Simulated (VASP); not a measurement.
Write the native input for VASP 6.6.1 that does the following.

- Task: single point
- Functional: PBEsol
- Potentials or basis: VASP PAW PBE potentials, release 64 (Co, Sn_d)
- Cutoff: 600 eV
- k mesh: 8 × 8 × 8
- Occupations: gaussian, width 0.1 eV
- Spin: no spin polarisation
- Dipole correction: no
- Further INCAR settings: ALGO = Normal; EDIFF = 1e-06; NBANDS = 46

The structure of CoSn2 lies in POSCAR:

```
CoSn2
1.0
   -3.1395513679      3.1395513679      2.6990469663
    3.1395513679     -3.1395513679      2.6990469663
    3.1395513679      3.1395513679     -2.6990469663
Co Sn
2 4
Direct
    0.2500000000      0.2500000000      0.0000000000
    0.7500000000      0.7500000000      0.0000000000
    0.6662898108      0.1662898108      0.8325796216
    0.1662898108      0.3337101892      0.5000000000
    0.3337101892      0.8337101892      0.1674203784
    0.8337101892      0.6662898108      0.5000000000
```

These files were run (other wordings do the same):

INCAR

```
PREC = Accurate
ENCUT = 600
EDIFF = 1E-6
ISMEAR = 0
SIGMA = 0.1
LREAL = F
LASPH = T
NELM = 120
ALGO = Normal
ISIF = 2
LWAVE = F
LCHARG = F
GGA = PS
NBANDS = 46
GGA_COMPAT = F
```

KPOINTS

```
regular mesh
0
Gamma
  8 8 8
```

Potentials or basis: VASP PAW PBE potentials, release 64 (Co, Sn_d).

Run with:

```bash
$ cat potpaw_PBE.64/Co/POTCAR potpaw_PBE.64/Sn_d/POTCAR > POTCAR
$ mpirun -np 1 vasp_std > vasp.out
```

It gave:

```
Pressure               : 0.1 GPa
Largest force          : 0.009 eV/Å
Band gap on the k mesh : zero (band 37 reaches 11.92 eV, above the bottom of band 38 at 10.27 eV)
```

Caveat: the PAW data sets were made with another functional, which shifts forces and pressure a little; spin-orbit coupling is left out, which moves the levels of the heavy elements.

It took 6.7 min on 1 thread of Intel Xeon 6975P-C, with other jobs on the host, peak memory 0.45 GiB.
